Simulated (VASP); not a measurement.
# Au (Im-3m) in VASP: further runs, part 2 of 2

VASP 6.6.1. The steps go on from the part before.

### 4 Relaxation of cell and atoms, PBE, target pressure 23 GPa, at which the enthalpy is minimised

This run uses another cell than the first one, of 15.98 Å³/atom, 0.997 times its volume.

Input file INCAR:

```
SYSTEM = Au
PREC     = Accurate       ! precision mode
ENCUT    = 600            ! plane-wave cutoff, eV
EDIFF    = 1E-7           ! SCF threshold, eV
ISMEAR   = -1             ! smearing method
SIGMA    = 0.1            ! smearing width, eV
LREAL    = .FALSE.        ! projectors in reciprocal space
LASPH    = .TRUE.         ! aspherical terms in the spheres
NELM     = 60             ! most SCF steps
ALGO     = Normal         ! electronic algorithm
ISIF     = 3              ! what is computed and relaxed
LWAVE    = .FALSE.        ! write WAVECAR
LCHARG   = .FALSE.        ! write CHGCAR
GGA      = PE             ! functional
IBRION   = 2              ! ionic algorithm
NSW      = 60             ! ionic steps
EDIFFG   = -0.005         ! ionic threshold
PSTRESS  = 230.0
```

Input file KPOINTS:

```
Automatic mesh
0
G
  17 17 17
  0 0 0
```

Input file POSCAR:

```
Au
1.0
   -1.5865911977      1.5865911977      1.5865911977
    1.5865911977     -1.5865911977      1.5865911977
    1.5865911977      1.5865911977     -1.5865911977
Au
1
Direct
    0.0000000000      0.0000000000      0.0000000000
```

Potentials or basis: VASP PAW PBE potentials, release 64 (Au).

Run with:

```bash
$ cat potpaw_PBE.64/Au/POTCAR > POTCAR
$ mpirun -np 1 vasp_std > vasp.out
```

OUTCAR:

```text
SYSTEM = Au
   PREC = Accurate
   ENCUT = 600
   EDIFF = 1E-7
   ISMEAR = -1
   LREAL = .FALSE.
   LASPH = .TRUE.
   NELM = 60
   ISIF = 3
   GGA = PE
   IBRION = 2
   NSW = 60
   EDIFFG = -0.005
   PSTRESS = 230.0

 ion  position               nearest neighbor table
   1  0.000  0.000  0.000-

  LATTYP: Found a body centered cubic cell.
 ALAT       =     3.1731823954

  Lattice vectors:

 A1 = (  -1.5865911977,   1.5865911977,   1.5865911977)
 A2 = (   1.5865911977,  -1.5865911977,   1.5865911977)
 A3 = (   1.5865911977,   1.5865911977,  -1.5865911977)

Analysis of symmetry for initial positions (statically):
=====================================================================
 Subroutine PRICEL returns:
 Original cell was already a primitive cell.

 Routine SETGRP: Setting up the symmetry group for a
 body centered cubic supercell.

 Subroutine GETGRP returns: Found 48 space group operations
 (whereof 48 operations were pure point group operations)
 out of a pool of 48 trial point group operations.

The static configuration has the point symmetry O_h .

Analysis of symmetry for dynamics (positions and initial velocities):
[... 164 lines left out ...]
  --------------------------------------------------------------------------------------
  -------------------------------------------------------------------------------------
  Total        2.3469017      2.3469017      2.3469017     -0.0000000      0.0000000      0.0000000
  in kB      235.3695981    235.3695981    235.3695981     -0.0000000      0.0000000      0.0000000
  external PRESSURE =       5.3695981 kB  Pullay stress =     230.0000000 kB
[... 61 lines left out ...]
--------------------------------------- Ionic step        3  -------------------------------------------

 number of electron      10.9999999 magnetization

 Free energy of the ion-electron system (eV)
  ---------------------------------------------------
  ext. energy  EPLUGINS =         0.00000000
  ---------------------------------------------------
  free energy    TOTEN  =        -3.07728493 eV

  energy without entropy =       -3.06647626  energy(sigma->0) =       -3.07188060

 E-fermi :  10.4935     XC(G=0): -13.0978

 val. band max:       10.4416610665   @ k =  -0.3529   0.3529   0.2941
 cond. band min:      10.4948848715   @ k =   0.2353   0.2353   0.0000
 fundamental gap:      0.0532238051
 Fermi energy:        10.4935293964

 k-point     1 :       0.0000    0.0000    0.0000
  band No.  band energies     occupation
      1       0.0300      2.00000
      2       5.3225      2.00000
      3       5.3225      2.00000
      4       5.3225      2.00000
      5       7.4598      2.00000
      6       7.4598      2.00000
      7      27.0650      0.00000
      8      27.0650      0.00000
      9      27.0650      0.00000
[... 265 lines left out ...]
 k-point    24 :       0.1765    0.1765    0.0000
  band No.  band energies     occupation
      1       2.8480      2.00000
      2       4.8070      2.00000
      3       4.8828      2.00000
      4       6.9581      2.00000
      5       7.6677      2.00000
      6       8.2106      2.00000
      7      22.1204      0.00000
      8      23.8578      0.00000
      9      26.8441      0.00000

 [... further k-points ...]
[... 5 lines left out ...]
  --------------------------------------------------------------------------------------
  -------------------------------------------------------------------------------------
  Total        2.2972938      2.2972938      2.2972938      0.0000000      0.0000000      0.0000000
  in kB      229.9336689    229.9336689    229.9336689      0.0000000      0.0000000      0.0000000
  external PRESSURE =      -0.0663311 kB  Pullay stress =     230.0000000 kB
[... 20 lines left out ...]
  energy  without entropy=       -3.0664762649  energy(sigma->0) =       -3.07188060

  enthalpy is  TOTEN    =        -0.7793284526 eV   P V=        2.2979564808

 reached required accuracy - stopping structural energy minimisation
```

OSZICAR:

```text
N       E                     dE             d eps       ncg     rms          rms(c)
DAV:   1     0.501517308986E+02    0.50152E+02   -0.64863E+03  3114   0.125E+03
[... 18 lines left out ...]
   2 F= -.77890220E+00 E0= -.77348216E+00  d E =0.373834E-03
       N       E                     dE             d eps       ncg     rms          rms(c)
DAV:   1    -0.308115466043E+01    0.89252E-02   -0.83548E-02  2984   0.326E+00    0.375E-01
DAV:   2    -0.307746954714E+01    0.36851E-02   -0.11849E-02  2985   0.107E+00    0.165E-01
DAV:   3    -0.307727842062E+01    0.19113E-03   -0.90113E-04  3091   0.279E-01    0.116E-01
DAV:   4    -0.307728496394E+01   -0.65433E-05   -0.31492E-05  3135   0.510E-02    0.364E-03
DAV:   5    -0.307728493347E+01    0.30473E-07   -0.42556E-07  3099   0.688E-03
   3 F= -.77932845E+00 E0= -.77392412E+00  d E =-.524154E-04
```

Wall time 19 s (1 thread of Intel Xeon Platinum 8559C (Emerald Rapids), shared host); peak memory 0.16 GiB.

Results:

- Free energy: -3.0773 eV
- Relaxed volume: 16.01 Å³/atom
- Relaxed cell: a = 2.750 Å, b = 2.750 Å, c = 2.750 Å, α = 109.47°, β = 109.47°, γ = 109.47°
- Space group after relaxing (to 0.05 Å): Im-3m (No. 229)
- Energy change on relaxing (the enthalpy is what falls): -4.6 meV/atom
- Ionic steps: 3
- Pressure after relaxing: 23.0 GPa

Step by step:
| step | energy change (eV) | largest force (eV/Å) | pressure (GPa) | volume (Å³) |
| --- | --- | --- | --- | --- |
| 1 | 0.0000 | 0.0000 | 23.54 | 15.98 |
| 2 | -0.0174 | 0.0000 | 21.54 | 16.10 |
| 3 | -0.0046 | 0.0000 | 22.99 | 16.01 |

Final structure:
```
Au
1.0
    -1.58765    1.58765    1.58765
     1.58765   -1.58765    1.58765
     1.58765    1.58765   -1.58765
Au
1
Direct
  0.00000 0.00000 0.00000
```

Caveat: the cell is relaxed towards a set pressure, so the enthalpy falls and the energy may rise; spin-orbit coupling is left out, which moves the levels of the heavy elements.
